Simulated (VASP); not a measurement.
# HgTe (R3m) in VASP: a series of runs

The runs below take HgTe through electric field gradients, with LDA.

All numbers are computed with VASP 6.6.1; they aren't measurements. Logs are shortened: lines on timing, memory, paths and dates and some standing lists are left out, and cuts for length are marked.

### 1 The cell of the first run

Symmetry: R3m, No. 160, trigonal system. Conventional cell: a = 4.513 Å, b = 4.513 Å, c = 11.390 Å, α = 90.00°, β = 90.00°, γ = 120.00°. Hg (site symmetry 3m) has 4 Te at 2.77 to 2.85 Å within 3.7 Å. Within 3.7 Å of Te (site symmetry 3m) lie 4 Hg at 2.77 to 2.85 Å.

### 2 Electric field gradients, LDA (equal xy, yz and zx shear strains of +2 %)

Input file INCAR:

```
PREC = Accurate
ENCUT = 520
EDIFF = 1E-8
ISMEAR = -1
SIGMA = 0.03
LREAL = F
LASPH = T
NELM = 60
ALGO = Normal
ISIF = 2
LWAVE = F
LCHARG = F
GGA = CA
LEFG = T
NBANDS = 16
```

Input file KPOINTS:

```
Automatic mesh
0
Gamma
  11 11 11
```

Input file POSCAR:

```
HgTe
1.0
    0.0644700000      3.2557350000      3.2557350000
    3.2557350000      0.0644700000      3.2557350000
    3.2557350000      3.2557350000      0.0644700000
Hg Te
1 1
Direct
    0.0000000000      0.0000000000      0.0000000000
    0.7500000000      0.7500000000      0.7500000000
```

Potentials or basis: VASP PAW LDA potentials, release 64 (Hg, Te).

Launch:

```sh
$ cat potpaw_LDA.64/Hg/POTCAR potpaw_LDA.64/Te/POTCAR > POTCAR
$ mpirun -np 1 vasp_std > vasp.out
```

OUTCAR:

```text
PREC = Accurate
   ENCUT = 520
   EDIFF = 1E-8
   ISMEAR = -1
   LREAL = F
   LASPH = T
   NELM = 60
   ISIF = 2
   GGA = CA

 ion  position               nearest neighbor table
   1  0.000  0.000  0.000-   2 2.77   2 2.77   2 2.77   2 2.85
   2  0.750  0.750  0.750-   1 2.77   1 2.77   1 2.77   1 2.85

  LATTYP: Found a trigonal (rhomboedric) cell.
 ALAT       =     4.6047559285
 COS(alpha) =     0.5197000882

  Lattice vectors:

 A1 = (   0.0644700000,   3.2557350000,   3.2557350000)
 A2 = (   3.2557350000,   0.0644700000,   3.2557350000)
 A3 = (   3.2557350000,   3.2557350000,   0.0644700000)

Analysis of symmetry for initial positions (statically):
=====================================================================
 Subroutine PRICEL returns:
 Original cell was already a primitive cell.

 Routine SETGRP: Setting up the symmetry group for a
 trigonal (rhombohedral) supercell.

 Subroutine GETGRP returns: Found  6 space group operations
 (whereof  6 operations were pure point group operations)
 out of a pool of 12 trial point group operations.

The static configuration has the point symmetry C_3v.

Analysis of symmetry for dynamics (positions and initial velocities):
=====================================================================
 Subroutine PRICEL returns:
 Original cell was already a primitive cell.

 Routine SETGRP: Setting up the symmetry group for a
 trigonal (rhombohedral) supercell.

 Subroutine GETGRP returns: Found  6 space group operations
 (whereof  6 operations were pure point group operations)
 out of a pool of 12 trial point group operations.

The dynamic configuration has the point symmetry C_3v.

 Subroutine INISYM returns: Found  6 space group operations
 (whereof  6 operations are pure point group operations),
 and found     1 'primitive' translations

----------------------------------------------------------------------------------------

                                     Primitive cell

  volume of cell :      66.9705

  direct lattice vectors                    reciprocal lattice vectors
     0.064470000  3.255735000  3.255735000    -0.158213737  0.155141625  0.155141625
     3.255735000  0.064470000  3.255735000     0.155141625 -0.158213737  0.155141625
[... 125 lines left out ...]
  ---------------------------------------------------
  ext. energy  EPLUGINS =         0.00000000
  ---------------------------------------------------
  free energy    TOTEN  =        -5.02865640 eV

  energy without entropy =       -5.02853202  energy(sigma->0) =       -5.02859421

 E-fermi :   3.0417     XC(G=0):  -9.1356

 val. band max:        3.0239623225   @ k =   0.0000   0.0000   0.0000
 cond. band min:       3.4238023859   @ k =   0.0909   0.0909   0.0909
 fundamental gap:      0.3998400634
 Fermi energy:         3.0416704512

 k-point     1 :       0.0000    0.0000    0.0000
  band No.  band energies     occupation
      1      -9.1137      2.00000
      2      -4.4508      2.00000
      3      -4.4508      2.00000
      4      -4.4051      2.00000
      5      -3.8917      2.00000
      6      -3.8917      2.00000
[... 433 lines left out ...]
      3      -4.3015      2.00000
      4      -4.2385      2.00000
      5      -3.9188      2.00000
      6      -3.8660      2.00000
[... 8 lines left out ...]
     15      12.0879      0.00000
     16      12.3305      0.00000

 [... further k-points ...]

------------------------ aborting loop because EDIFF is reached ----------------------------------------

  FORCE on cell =-STRESS in cart. coord.  units (eV):
  Direction    XX          YY          ZZ          XY          YZ          ZX
  --------------------------------------------------------------------------------------
  -------------------------------------------------------------------------------------
  Total        0.0384773      0.0384773      0.0384773     -0.3312389     -0.3312389     -0.3312389
  in kB        0.9205163      0.9205163      0.9205163     -7.9244362     -7.9244362     -7.9244362
  external PRESSURE =       0.9205163 kB  Pullay stress =       0.0000000 kB

 VOLUME and BASIS-vectors are now :
 -----------------------------------------------------------------------------
  energy-cutoff  :      520.00
  volume of cell :       66.97
      direct lattice vectors                 reciprocal lattice vectors
     0.064470000  3.255735000  3.255735000    -0.158213737  0.155141625  0.155141625
     3.255735000  0.064470000  3.255735000     0.155141625 -0.158213737  0.155141625
     3.255735000  3.255735000  0.064470000     0.155141625  0.155141625 -0.158213737

 POSITION                                       TOTAL-FORCE (eV/Angst)
 -----------------------------------------------------------------------------------
      0.00000      0.00000      0.00000        -0.098942     -0.098942     -0.098942
      4.93196      4.93196      4.93196         0.098942      0.098942      0.098942
 -----------------------------------------------------------------------------------
    total drift:                                0.000262      0.000262      0.000262

  FREE ENERGIE OF THE ION-ELECTRON SYSTEM (eV)
  ---------------------------------------------------
  free  energy   TOTEN  =        -5.0286563990 eV

  energy  without entropy=       -5.0285320164  energy(sigma->0) =       -5.02859421

 Electric field gradients (V/A^2)
---------------------------------------------------------------------
 ion       V_xx      V_yy      V_zz      V_xy      V_xz      V_yz
---------------------------------------------------------------------
   1       0.000     0.000     0.000    28.249    28.249    28.249
   2      -0.000    -0.000    -0.000     4.705     4.705     4.705
---------------------------------------------------------------------

 Electric field gradients after diagonalization (V/A^2)
 (convention: |V_zz| > |V_xx| > |V_yy|)
----------------------------------------------------------------------
 ion       V_xx      V_yy      V_zz     asymmetry (V_yy - V_xx)/ V_zz
----------------------------------------------------------------------
   1     -28.249   -28.249    56.499       0.000
   2      -4.705    -4.705     9.409       0.000
----------------------------------------------------------------------

           NMR quadrupolar parameters

 Cq : quadrupolar parameter    Cq=e*Q*V_zz/h
 eta: asymmetry parameters     (V_yy - V_xx)/ V_zz
 Q  : nuclear electric quadrupole moment in mb (millibarn)
----------------------------------------------------------------------
 ion       Cq(MHz)       eta       Q (mb)
----------------------------------------------------------------------
   1       0.137       0.000       1.000
   2       0.023       0.000       1.000
----------------------------------------------------------------------
```

OSZICAR:

```text
N       E                     dE             d eps       ncg     rms          rms(c)
DAV:   1     0.104511756389E+03    0.10451E+03   -0.80206E+03  4696   0.973E+02
DAV:   2    -0.151178752667E+01   -0.10602E+03   -0.98876E+02  5440   0.229E+02
DAV:   3    -0.522424801076E+01   -0.37125E+01   -0.37029E+01  5744   0.442E+01
DAV:   4    -0.525945712500E+01   -0.35209E-01   -0.35207E-01  6872   0.392E+00
DAV:   5    -0.525958476507E+01   -0.12764E-03   -0.12764E-03  6216   0.201E-01    0.783E+00
DAV:   6    -0.504566669066E+01    0.21392E+00   -0.40360E-01  5688   0.879E+00    0.617E+00
DAV:   7    -0.503164188921E+01    0.14025E-01   -0.93185E-02  5696   0.213E+00    0.216E+00
DAV:   8    -0.502899002797E+01    0.26519E-02   -0.10619E-02  5136   0.121E+00    0.514E-01
DAV:   9    -0.502866115015E+01    0.32888E-03   -0.70171E-04  6120   0.295E-01    0.118E-01
DAV:  10    -0.502865553836E+01    0.56118E-05   -0.64968E-05  5824   0.726E-02    0.498E-02
DAV:  11    -0.502865744914E+01   -0.19108E-05   -0.14618E-05  5984   0.335E-02    0.265E-02
DAV:  12    -0.502865641978E+01    0.10294E-05   -0.24900E-06  5120   0.135E-02    0.124E-02
DAV:  13    -0.502865643631E+01   -0.16531E-07   -0.21015E-07  5976   0.266E-03    0.867E-03
DAV:  14    -0.502865639979E+01    0.36513E-07   -0.89842E-08  5840   0.355E-03    0.154E-03
DAV:  15    -0.502865639902E+01    0.77853E-09   -0.20107E-08  5144   0.772E-04
   1 F= -.50286564E+01 E0= -.50285942E+01  d E =-.124383E-03
```

Wall time 60 s (1 thread of Intel Xeon 6975P-C (Granite Rapids), shared host); peak memory 0.29 GiB.

What came out:

```
Free energy                             : -5.0287 eV
Pressure                                : 0.1 GPa
Largest force                           : 0.171 eV/Å
Band gap on the k mesh                  : zero (filled and empty bands touch)
Largest electric field gradient by atom : Hg +56.5; Te +9.4 V/Å²
```

Forces on the atoms (eV/Å):
```
Hg  -0.099 -0.099 -0.099
Te   0.099  0.099  0.099
```

Stress tensor (GPa, compression positive):
```
 0.09 -0.79 -0.79
-0.79  0.09 -0.79
-0.79 -0.79  0.09
```

Levels at points of the mesh, in eV from the Fermi level:
```csv
k point,band 6,band 7,band 8,band 9,band 10,band 11,band 12,band 13
"(0.00, 0.00, 0.00)",-6.93,-0.92,-0.10,-0.02,-0.02,3.89,4.20,4.20
```

Electric field gradients, principal values (V/Å²):
```
atom    least   middle  greatest (by size)
1 Hg  -28.249  -28.249              56.499
2 Te   -4.705   -4.705               9.409
```

Caveat: the cell differs from its parent crystal (equal xy, yz and zx shear strains of +2 %); semilocal functionals underestimate gaps, and a narrow one can read as zero; without QUAD_EFG the Cq values of the log hold for a quadrupole moment of 1 mb, not for the nuclei; spin-orbit coupling is left out, which moves the levels of the heavy elements.

### 3 Electric field gradients, LDA (equal xy, yz and zx shear strains of -2 %)

Input file INCAR:

```
  ALGO = Normal
  EDIFF = 1E-8
  ENCUT = 520
  ISIF = 2
  ISMEAR = -1
  LASPH = T
  LCHARG = F
  LEFG = T
  LREAL = F
  LWAVE = F
  NBANDS = 16
  NELM = 60
  PREC = Accurate
  SIGMA = 0.03
```

Input file KPOINTS:

```
k-points
0
Gamma
  11 11 11
```

Input file POSCAR:

```
HgTe
1.0
   -0.0644700000      3.1912650000      3.1912650000
    3.1912650000     -0.0644700000      3.1912650000
    3.1912650000      3.1912650000     -0.0644700000
Hg Te
1 1
Direct
    0.0000000000      0.0000000000      0.0000000000
    0.7500000000      0.7500000000      0.7500000000
```

Potentials or basis: VASP PAW LDA potentials, release 64 (Hg, Te).

Launch:

```sh
$ cat potpaw_LDA.64/Hg/POTCAR potpaw_LDA.64/Te/POTCAR > POTCAR
$ mpirun -np 1 vasp_std > vasp.out
```

OUTCAR:

```text
EDIFF = 1E-8
   ENCUT = 520
   ISIF = 2
   ISMEAR = -1
   LASPH = T
   LREAL = F
   NELM = 60
   PREC = Accurate

 ion  position               nearest neighbor table
   1  0.000  0.000  0.000-   2 2.74   2 2.81   2 2.81   2 2.81
   2  0.750  0.750  0.750-   1 2.74   1 2.81   1 2.81   1 2.81

  LATTYP: Found a trigonal (rhomboedric) cell.
 ALAT       =     4.5135906971
 COS(alpha) =     0.4797000918

  Lattice vectors:

 A1 = (  -0.0644700000,   3.1912650000,   3.1912650000)
 A2 = (   3.1912650000,  -0.0644700000,   3.1912650000)
 A3 = (   3.1912650000,   3.1912650000,  -0.0644700000)

Analysis of symmetry for initial positions (statically):
=====================================================================
 Subroutine PRICEL returns:
 Original cell was already a primitive cell.

 Routine SETGRP: Setting up the symmetry group for a
 trigonal (rhombohedral) supercell.

[... 644 lines left out ...]
  volume of cell :       66.97
      direct lattice vectors                 reciprocal lattice vectors
    -0.064470000  3.191265000  3.191265000    -0.152008059  0.155142246  0.155142246
     3.191265000 -0.064470000  3.191265000     0.155142246 -0.152008059  0.155142246
     3.191265000  3.191265000 -0.064470000     0.155142246  0.155142246 -0.152008059

 POSITION                                       TOTAL-FORCE (eV/Angst)
 -----------------------------------------------------------------------------------
      0.00000      0.00000      0.00000         0.128127      0.128127      0.128127
      4.73855      4.73855      4.73855        -0.128127     -0.128127     -0.128127
 -----------------------------------------------------------------------------------
    total drift:                                0.000097      0.000097      0.000097

  FREE ENERGIE OF THE ION-ELECTRON SYSTEM (eV)
  ---------------------------------------------------
  free  energy   TOTEN  =        -5.0278147540 eV

  energy  without entropy=       -5.0277158440  energy(sigma->0) =       -5.02776530

 Electric field gradients (V/A^2)
---------------------------------------------------------------------
 ion       V_xx      V_yy      V_zz      V_xy      V_xz      V_yz
---------------------------------------------------------------------
   1      -0.000    -0.000     0.000   -28.454   -28.454   -28.454
   2      -0.000     0.000    -0.000    -3.252    -3.252    -3.252
---------------------------------------------------------------------

 Electric field gradients after diagonalization (V/A^2)
 (convention: |V_zz| > |V_xx| > |V_yy|)
----------------------------------------------------------------------
 ion       V_xx      V_yy      V_zz     asymmetry (V_yy - V_xx)/ V_zz
----------------------------------------------------------------------
   1      28.454    28.454   -56.908       0.000
   2       3.252     3.252    -6.504       0.000
----------------------------------------------------------------------

           NMR quadrupolar parameters

 Cq : quadrupolar parameter    Cq=e*Q*V_zz/h
 eta: asymmetry parameters     (V_yy - V_xx)/ V_zz
 Q  : nuclear electric quadrupole moment in mb (millibarn)
----------------------------------------------------------------------
 ion       Cq(MHz)       eta       Q (mb)
----------------------------------------------------------------------
   1      -0.138       0.000       1.000
   2      -0.016       0.000       1.000
----------------------------------------------------------------------
```

stdout:

```text
POSCAR found type information on POSCAR HgTe
 POSCAR found :  2 types and       2 ions
 scaLAPACK will be used
 LDA part: xc-table for (Slater(with rela. corr.)+CA(PZ))
 , standard interpolation
 POSCAR, INCAR and KPOINTS ok, starting setup
 FFT: planning ... GRIDC
 FFT: planning ... GRID_SOFT
 FFT: planning ... GRID
 WAVECAR not read
 entering main loop
ion   1

ion   2
```

It took 59 s on 1 thread of Intel Xeon 6975P-C (Granite Rapids), shared host; peak memory 0.29 GiB.

What came out:

```yaml
Free_energy: -5.0278 eV
Pressure: 0.1 GPa
Largest_force: 0.222 eV/Å
Band_gap_on_the_k_mesh: 0.10 eV
Largest_electric_field_gradient_by_atom: Hg -56.9; Te -6.5 V/Å²
```

Forces in eV/Å, atoms in the order of the input:
```
Hg   0.128  0.128  0.128
Te  -0.128 -0.128 -0.128
```

Stress tensor (GPa, compression positive):
```
0.10 0.88 0.88
0.88 0.10 0.88
0.88 0.88 0.10
```

Electric field gradients, principal values (V/Å²):
```tsv
atom	least	middle	greatest (by size)
1 Hg	28.454	28.454	-56.908
2 Te	3.252	3.252	-6.504
```

Caveat: the cell differs from its parent crystal (equal xy, yz and zx shear strains of -2 %); without QUAD_EFG the Cq values of the log hold for a quadrupole moment of 1 mb, not for the nuclei; spin-orbit coupling is left out, which moves the levels of the heavy elements. A k mesh can miss the band edges.

(Part 1 of 2 ends here.)

The gap in the log of VASP goes by the Fermi energy; the results here count the filled bands.